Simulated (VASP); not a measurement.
Runs of VASP 6.6.1 on WS2. The structure is that of space group P6_3/mmc (No. 194), or close to it. The cells are those of the table. 

```tsv
cell	gap on the mesh (eV)	pressure (GPa)	largest force (eV/Å)
a = 3.255, b = 3.255, c = 11.772 Å, angles 90.0, 90.0, 120.0°, 6 atoms	(a)	-13.0	(b)
a = 3.208, b = 3.208, c = 11.772 Å, angles 90.0, 90.0, 120.0°, 6 atoms	0.71	-9.2	0.63
a = 3.302, b = 3.302, c = 11.772 Å, angles 90.0, 90.0, 120.0°, 6 atoms	0.62	-16.1	(c)
a = 3.278, b = 3.278, c = 11.772 Å, angles 90.0, 90.0, 120.0°, 6 atoms	0.69	-14.6	1.03
```

Alike in all rows: task single point; level PBEsol+D3(BJ); potentials or basis VASP PAW PBE potentials, release 64 (W_sv, S); no spin polarisation; k mesh 12 × 12 × 4; cutoff (eV) 520; smearing gaussian 0.05 eV.

Estimate the missing entries.

(a) 0.73; (b) 0.91; (c) 1.15.

Caveats: the PAW data sets were made with another functional, which shifts forces and pressure a little; spin-orbit coupling is left out, which moves the levels of the heavy elements.

A k mesh can miss the band edges, and the runs leave out spin-orbit coupling on W.
